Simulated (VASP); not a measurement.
# Sm (P6_3/mmc) in VASP: a series of runs

The runs below take Sm through single point, relaxation of cell and atoms, with PBE.

Everything below comes from runs of VASP 6.6.1. Logs are shortened: lines on timing, memory, paths and dates and some standing lists are left out, and cuts for length are marked.

### Step 1. The cell of the first run

It takes space group P6_3/mmc (No. 194, hexagonal). The conventional cell has a = 3.837 Å, b = 3.837 Å, c = 6.127 Å, α = 90.00°, β = 90.00°, γ = 120.00°. Within 5.0 Å of Sm (site symmetry -6m2) lie 12 Sm at 3.78 to 3.84 Å.

This isn't the form of Sm at room conditions, which is rhombohedral.

### Step 2. Single point, PBE, collinear spin, ferromagnetic start

The input, INCAR:

```
SYSTEM = Sm
ALGO     = Normal         ! electronic algorithm
EDIFF    = 1E-6           ! SCF threshold, eV
ENCUT    = 520            ! plane-wave cutoff, eV
GGA      = PE             ! functional
ISIF     = 2              ! what is computed and relaxed
ISMEAR   = 0              ! smearing method
ISPIN    = 2              ! spin polarisation
LASPH    = .TRUE.         ! aspherical terms in the spheres
LCHARG   = .FALSE.        ! write CHGCAR
LMAXMIX  = 6              ! l up to which the mixer works
LORBIT   = 11             ! projections on sites
LREAL    = .FALSE.        ! projectors in reciprocal space
LWAVE    = .FALSE.        ! write WAVECAR
MAGMOM   = 5 5            ! initial moments
NBANDS   = 27             ! bands
NELM     = 150            ! most SCF steps
PREC     = Accurate       ! precision mode
SIGMA    = 0.05           ! smearing width, eV
```

The input, KPOINTS:

```
k-points
0
G
  6 6 4
  0 0 0
```

The input, POSCAR:

```
Sm
1.0
    3.8369980532      0.0000000000      0.0000000000
   -1.9184990266      3.3229377884      0.0000000000
    0.0000000000      0.0000000000      6.1269974533
Sm
2
Direct
    0.3333333333      0.6666666667      0.7500000000
    0.6666666667      0.3333333333      0.2500000000
```

Potentials or basis: VASP PAW PBE potentials, release 64 (Sm).

Command:

```
cat potpaw_PBE.64/Sm/POTCAR > POTCAR
mpirun -np 1 vasp_std > vasp.out
```

OUTCAR:

```text
SYSTEM = Sm
   EDIFF = 1E-6
   ENCUT = 520
   GGA = PE
   ISIF = 2
   ISMEAR = 0
   ISPIN = 2
   LASPH = .TRUE.
   LORBIT = 11
   LREAL = .FALSE.
   NELM = 150
   PREC = Accurate

 ion  position               nearest neighbor table
   1  0.333  0.667  0.750-
   2  0.667  0.333  0.250-

  LATTYP: Found a hexagonal cell.
 ALAT       =     3.8369980532
 C/A-ratio  =     1.5968205791

  Lattice vectors:

 A1 = (   3.8369980532,   0.0000000000,   0.0000000000)
 A2 = (  -1.9184990266,   3.3229377884,   0.0000000000)
 A3 = (   0.0000000000,   0.0000000000,   6.1269974533)

Analysis of symmetry for initial positions (statically):
=====================================================================
 Subroutine PRICEL returns:
 Original cell was already a primitive cell.

 Routine SETGRP: Setting up the symmetry group for a
 hexagonal supercell.

 Subroutine GETGRP returns: Found 24 space group operations
 (whereof 12 operations were pure point group operations)
 out of a pool of 24 trial point group operations.

The static configuration has the point symmetry D_3d.
 The point group associated with its full space group is D_6h.

Analysis of symmetry for dynamics (positions and initial velocities):
=====================================================================
 Subroutine PRICEL returns:
 Original cell was already a primitive cell.

 Routine SETGRP: Setting up the symmetry group for a
 hexagonal supercell.

 Subroutine GETGRP returns: Found 24 space group operations
 (whereof 12 operations were pure point group operations)
 out of a pool of 24 trial point group operations.

The dynamic configuration has the point symmetry D_3d.
 The point group associated with its full space group is D_6h.

Analysis of structural, dynamic, and magnetic symmetry:
=====================================================================
 Subroutine PRICEL returns:
 Original cell was already a primitive cell.

 Routine SETGRP: Setting up the symmetry group for a
 hexagonal supercell.

 Subroutine GETGRP returns: Found 24 space group operations
 (whereof 12 operations were pure point group operations)
 out of a pool of 24 trial point group operations.

The overall configuration has the point symmetry D_3d.
 The point group associated with its full space group is D_6h.

 Subroutine INISYM returns: Found 24 space group operations
 (whereof 12 operations are pure point group operations),
 and found     1 'primitive' translations

[... 111 lines left out ...]
  volume/ion in A,a.u.               =      39.06       263.59
  Fermi-wavevector in a.u.,A,eV,Ry     =   1.215825  2.297576 20.112539  1.478230
  Thomas-Fermi vector in A             =   2.351199
   LORBIT       =     11    0 simple, 1 ext, 2 COOP (PROOUT), +10 PAW based schemes
   GGA     = PE    functional components
   LHFCALC =     F    Hartree Fock is set to
   AEXX    =    0.0000 exact exchange contribution
   IVDW    =     0    specifies the selected vdW correction
   LEPSILON=     F    determine dielectric tensor
   LRPA    =     F    only Hartree local field effects (RPA)
 spin polarized calculation
 Gauss-broadening in eV      SIGMA  =   0.05
  energy-cutoff  :      520.00
  volume of cell :       78.12
 maximum number of plane-waves:      2127
 NGX is ok and might be reduce to    30
   NGX = 15   NGY = 15   NGZ = 23

 number of electron      31.9999994 magnetization      13.1886562

 Free energy of the ion-electron system (eV)
  ---------------------------------------------------
  ext. energy  EPLUGINS =         0.00000000
  ---------------------------------------------------
  free energy    TOTEN  =       -18.66670086 eV

  energy without entropy =      -18.64787905  energy(sigma->0) =      -18.65728995

 E-fermi :   2.4173     XC(G=0):  -9.1585

 val. band max:        2.4055724715   @ k =   0.1667   0.0000   0.0000
 cond. band min:       2.4184696809   @ k =   0.1667   0.1667   0.5000
 fundamental gap:      0.0128972094
 Fermi energy:         2.4172785713

 spin component 1

 k-point     1 :       0.0000    0.0000    0.0000
  band No.  band energies     occupation
      1     -37.6672      1.00000
      2     -37.6065      1.00000
      3     -17.6191      1.00000
      4     -17.0863      1.00000
      5     -17.0863      1.00000
      6     -16.9920      1.00000
[... 619 lines left out ...]
     26       2.5939      0.00000
     27       3.1137      0.00000
 Fermi energy:         2.4172785713

 spin component 2

 k-point     1 :       0.0000    0.0000    0.0000
  band No.  band energies     occupation
      1     -34.9675      1.00000
      2     -34.8944      1.00000
      3     -15.6356      1.00000
      4     -15.0252      1.00000
      5     -15.0252      1.00000
      6     -14.9188      1.00000
[... 619 lines left out ...]
     26       6.4487      0.00000
     27       6.4748      0.00000

------------------------ aborting loop because EDIFF is reached ----------------------------------------

  FORCE on cell =-STRESS in cart. coord.  units (eV):
  Direction    XX          YY          ZZ          XY          YZ          ZX
  --------------------------------------------------------------------------------------
  -------------------------------------------------------------------------------------
  Total       -0.0760577     -0.0760577     -0.1208777      0.0000000      0.0000000     -0.0000000
  in kB       -1.5598830     -1.5598830     -2.4791065      0.0000000      0.0000000     -0.0000000
  external PRESSURE =      -1.8662908 kB  Pullay stress =       0.0000000 kB

 VOLUME and BASIS-vectors are now :
 -----------------------------------------------------------------------------
  energy-cutoff  :      520.00
  volume of cell :       78.12
      direct lattice vectors                 reciprocal lattice vectors
     3.836998053  0.000000000  0.000000000     0.260620408  0.150469263  0.000000000
    -1.918499027  3.322937788  0.000000000     0.000000000  0.300938526  0.000000000
     0.000000000  0.000000000  6.126997453     0.000000000  0.000000000  0.163212080

 POSITION                                       TOTAL-FORCE (eV/Angst)
 -----------------------------------------------------------------------------------
     -0.00000      2.21529      4.59525        -0.000000     -0.000000      0.000000
      1.91850      1.10765      1.53175         0.000000      0.000000      0.000000
 -----------------------------------------------------------------------------------
    total drift:                               -0.000000      0.000000     -0.000000

  FREE ENERGIE OF THE ION-ELECTRON SYSTEM (eV)
  ---------------------------------------------------
  free  energy   TOTEN  =       -18.6667008571 eV

  energy  without entropy=      -18.6478790500  energy(sigma->0) =      -18.65728995

 total charge

# of ion       s       p       d       f       tot
--------------------------------------------------
    1        2.075   5.623   0.381   5.536  13.616
    2        2.075   5.623   0.381   5.536  13.616
--------------------------------------------------
tot          4.150  11.246   0.762  11.073  27.231

 magnetization (x)

# of ion       s       p       d       f       tot
--------------------------------------------------
    1       -0.006  -0.060   0.231   5.533   5.698
    2       -0.006  -0.060   0.231   5.533   5.698
--------------------------------------------------
tot         -0.012  -0.121   0.462  11.067  11.396
```

OSZICAR:

```text
N       E                     dE             d eps       ncg     rms          rms(c)
DAV:   1     0.276562832640E+03    0.27656E+03   -0.11087E+04  2860   0.476E+03
DAV:   2     0.510504738969E+02   -0.22551E+03   -0.20429E+03  3059   0.346E+02
DAV:   3    -0.594655375337E+01   -0.56997E+02   -0.55551E+02  3761   0.194E+02
[... 18 lines left out ...]
DAV:  22    -0.186666763893E+02   -0.15008E-03   -0.92850E-04  4258   0.267E-01    0.146E-01
DAV:  23    -0.186666968267E+02   -0.20437E-04   -0.11446E-04  4408   0.909E-02    0.106E-01
DAV:  24    -0.186666962799E+02    0.54675E-06   -0.21254E-05  3698   0.450E-02    0.787E-02
DAV:  25    -0.186667000255E+02   -0.37456E-05   -0.11120E-05  3520   0.249E-02    0.534E-02
DAV:  26    -0.186667012288E+02   -0.12033E-05   -0.56740E-06  2980   0.174E-02    0.326E-02
DAV:  27    -0.186667008571E+02    0.37174E-06   -0.38136E-06  2701   0.290E-02
   1 F= -.18666701E+02 E0= -.18657290E+02  d E =-.188218E-01  mag=    13.1879
```

stdout:

```text
POSCAR found type information on POSCAR Sm
 POSCAR found :  1 types and       2 ions
 scaLAPACK will be used
 LDA part: xc-table for (Slater+PW92), standard interpolation
 POSCAR, INCAR and KPOINTS ok, starting setup
 FFT: planning ... GRIDC
 FFT: planning ... GRID_SOFT
 FFT: planning ... GRID
 WAVECAR not read
 entering main loop
```

It took 2 min on 1 thread of AMD EPYC 9R45 (Zen 5), shared host; peak memory 0.24 GiB.

Results:

```
Free energy                                           : -18.6667 eV
Pressure                                              : -0.2 GPa
Net moment                                            : 13.19 μB per cell
Site moments                                          : Sm +5.70 μB
Valence electrons inside the program's atomic spheres : Sm 13.62
```

Stress tensor (GPa, compression positive):
```
-0.16  0.00  0.00
 0.00 -0.16  0.00
 0.00  0.00 -0.25
```

Levels at points of the mesh, in eV from the Fermi level:
Spin up:
| k point | band 19 | band 20 | band 21 | band 22 | band 23 | band 24 | band 25 | band 26 |
| --- | --- | --- | --- | --- | --- | --- | --- | --- |
| (0.00, 0.00, 0.00) | -0.21 | -0.17 | -0.17 | -0.16 | -0.13 | -0.02 | 1.16 | 1.75 |
| (0.50, 0.00, 0.00) | -0.21 | -0.13 | -0.12 | -0.07 | 0.02 | 0.09 | 0.10 | 0.33 |
| (0.00, 0.00, 0.50) | -0.15 | -0.15 | -0.15 | -0.15 | -0.10 | -0.10 | 1.07 | 1.07 |
| (0.50, 0.00, 0.50) | -0.15 | -0.15 | -0.09 | -0.09 | 0.04 | 0.04 | 0.32 | 0.32 |
Spin down:
```
           k point  band 6  band 7  band 8  band 9  band 10  band 11  band 12  band 13  band 14  band 15
(0.00, 0.00, 0.00)  -17.34  -17.34  -17.28   -3.19    -0.73     2.17     2.70     2.78     2.78     3.14
(0.50, 0.00, 0.00)  -17.60  -17.47  -17.42   -0.37    -0.15     0.24     1.41     2.50     2.66     3.03
(0.00, 0.00, 0.50)  -17.39  -17.39  -17.39   -1.82    -1.82     1.86     1.86     2.78     2.78     2.78
(0.50, 0.00, 0.50)  -17.51  -17.48  -17.48   -0.54    -0.54     1.19     1.19     2.52     2.52     3.44
```

Caveat: the magnetic or orbital state may not be the lowest; spin-orbit coupling is left out, which moves the levels of the heavy elements; semilocal functionals describe open f shells poorly, which spoils levels, moments and volumes.

### Step 3. Relaxation of cell and atoms, PBE, collinear spin, ferromagnetic start

This run uses another cell than the first one, of 33.11 Å³/atom.

The input, INCAR:

```
PREC = Accurate
ENCUT = 600
EDIFF = 1E-7
ISMEAR = 0
SIGMA = 0.05
LREAL = F
LASPH = T
NELM = 150
ALGO = Normal
ISIF = 3
LWAVE = F
LCHARG = F
ISPIN = 2
MAGMOM = 5 5
LORBIT = 11
LMAXMIX = 6
GGA = PE
IBRION = 2
NSW = 80
EDIFFG = -0.03
```

The input, KPOINTS:

```
Automatic mesh
0
Gamma
  6 6 4
```

The input, POSCAR:

```
Sm
1.0
    3.6039482044      0.0000000000      0.0000000000
   -1.8019741022      3.1211106989      0.0000000000
    0.0000000000      0.0000000000      5.8864487338
Sm
2
Direct
    0.3333333333      0.6666666667      0.7500000000
    0.6666666667      0.3333333333      0.2500000000
```

Potentials or basis: VASP PAW PBE potentials, release 64 (Sm).

Command:

```
cat potpaw_PBE.64/Sm/POTCAR > POTCAR
mpirun -np 1 vasp_std > vasp.out
```

Wall time 17 min (1 thread of AMD EPYC 9R45 (Zen 5), shared host); peak memory 0.26 GiB.

It converged, with:

```
Free energy                                           : -18.6675 eV
Relaxed volume                                        : 38.68 Å³/atom
Relaxed cell                                          : a = 3.827 Å, b = 3.827 Å, c = 6.098 Å, α = 90.00°, β = 90.00°, γ = 120.00°
Space group after relaxing (to 0.1 Å)                 : P6_3/mmc (No. 194)
Energy gained by relaxing                             : 58.7 meV/atom
Ionic steps                                           : 7
Pressure after relaxing                               : 0.1 GPa
Net moment                                            : 13.19 μB per cell
Site moments                                          : Sm +5.70 μB
Valence electrons inside the program's atomic spheres : Sm 13.62
```

Step by step:
```tsv
step	energy change (eV)	largest force (eV/Å)	pressure (GPa)	volume (Å³)
1	0.0000	0.0000	3.43	66.21
2	-0.1007	0.0000	1.09	73.23
3	-0.1158	0.0000	0.15	76.89
4	-0.1162	0.0000	-0.04	77.62
5	-0.1162	0.0000	0.03	77.38
6	-0.1171	0.0000	0.05	77.37
7	-0.1174	0.0000	0.06	77.36
```

Final structure:
```xyz
2
Lattice="3.8273 0.0000 0.0000 -1.9137 3.3146 0.0000 0.0000 0.0000 6.0981" Properties=species:S:1:pos:R:3 pbc="T T T"
Sm    0.0000    2.2097    4.5735
Sm    1.9137    1.1049    1.5245
```

Levels at points of the mesh, in eV from the Fermi level:
Spin up:
```csv
k point,band 20,band 21,band 22,band 23,band 24,band 25
"(0.00, 0.00, 0.00)",-0.17,-0.17,-0.16,-0.13,-0.02,1.20
"(0.50, 0.00, 0.00)",-0.13,-0.13,-0.07,0.02,0.09,0.10
"(0.00, 0.00, 0.50)",-0.15,-0.15,-0.15,-0.10,-0.10,1.08
"(0.50, 0.00, 0.50)",-0.15,-0.09,-0.09,0.04,0.04,0.33
```
Spin down:
```
           k point  band 7  band 8  band 9  band 10  band 11  band 12  band 13  band 14
(0.00, 0.00, 0.00)  -17.32  -17.26   -3.20    -0.74     2.21     2.71     2.78     2.78
(0.50, 0.00, 0.00)  -17.46  -17.41   -0.37    -0.17     0.23     1.43     2.52     2.65
(0.00, 0.00, 0.50)  -17.38  -17.38   -1.81    -1.81     1.86     1.86     2.78     2.78
(0.50, 0.00, 0.50)  -17.47  -17.47   -0.55    -0.55     1.19     1.19     2.55     2.55
```

Caveat: the magnetic or orbital state may not be the lowest; the volume moved by over 15 % at a fixed basis, so the end points are rough; the highest band is partly filled, so the run has too few bands; spin-orbit coupling is left out, which moves the levels of the heavy elements; semilocal functionals describe open f shells poorly, which spoils levels, moments and volumes.
